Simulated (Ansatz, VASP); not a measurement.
Two plane-wave programs on Mo

```xyz
2
Lattice="-1.5802 1.5802 1.5802 1.5802 -1.5802 1.5802 3.1604 3.1604 0.0000" Properties=species:S:1:pos:R:3 pbc="T T T"
Mo    0.0000    0.0000    0.1125
Mo    1.5802    1.5802    1.4677
```

Change from the starting cell: mode 4 (132.6 1/cm) frozen in, largest displacement +0.113 Å.

Alike in both runs: task single point; functional PBE; k mesh 24 × 24 × 14; occupations gaussian, width 0.15 eV; no spin polarisation.

```csv
,VASP,Ansatz
version,VASP 6.6.1,Ansatz 0.2.0
potentials or method,"VASP PAW PBE potentials, release 64 (Mo_sv), cutoff 520 eV","scalar-relativistic, plane waves, PAW"
valence electrons in the cell,28,28
```

VASP gave:

```
gap on the k mesh at the Fermi level (eV)                     : none
pressure (GPa)                                                : 2.6
traceless stress, the component that is largest in VASP (GPa) : 1.75
rms of the force components (eV/Å)                            : 0.569
```

Which values does Ansatz return?

gap on the k mesh at the Fermi level (eV): none; pressure (GPa): 2.0; traceless stress, the component that is largest in VASP (GPa): 1.71; rms of the force components (eV/Å): 0.563.

Atom by atom the forces differ by 0.006 eV/Å (rms over components). A gap of «none» marks a metal or a gap that the smearing closes.
